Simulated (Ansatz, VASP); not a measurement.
MoS2: VASP beside Ansatz

```xyz
3
Lattice="1.5800 0.9122 6.1500 -1.5800 0.9122 6.1500 0.0000 -1.8244 6.1500" Properties=species:S:1:pos:R:3 pbc="T T T"
Mo    0.0000    0.0000    0.0000
S     0.0000    0.0000    7.6936
S     0.0000    0.0000    4.6125
```

Alike in both runs: functional RPBE; k mesh 6 × 6 × 6; occupations fermi-dirac, width 0.05 eV; no spin polarisation.

```csv
,VASP,Ansatz
version,VASP 6.6.1,Ansatz 0.2.0
potentials or method,"VASP PAW PBE potentials, release 64 (Mo_sv, S)",Ansatz PAW
plane-wave cutoff (eV),520,420
valence electrons in the cell,26,26
task,single point,band structure
```

VASP gave:

```
gap on the k mesh at the Fermi level (eV)                     : 0.96
least direct gap on the mesh (eV)                             : 1.71
pressure (GPa)                                                : 7.8
traceless stress, the component that is largest in VASP (GPa) : 1.65
rms of the force components (eV/Å)                            : 0.252
```

Task: Which values does Ansatz return?

Result: gap on the k mesh at the Fermi level (eV): 0.94; least direct gap on the mesh (eV): 1.71; pressure (GPa): 8.1; traceless stress, the component that is largest in VASP (GPa): 1.70; rms of the force components (eV/Å): 0.264.

VASP's potentials were made for PBE, not for RPBE. Atom by atom the forces differ by 0.013 eV/Å (rms over components). With one functional, cell and mesh, what is left measures potentials, basis and numerics.
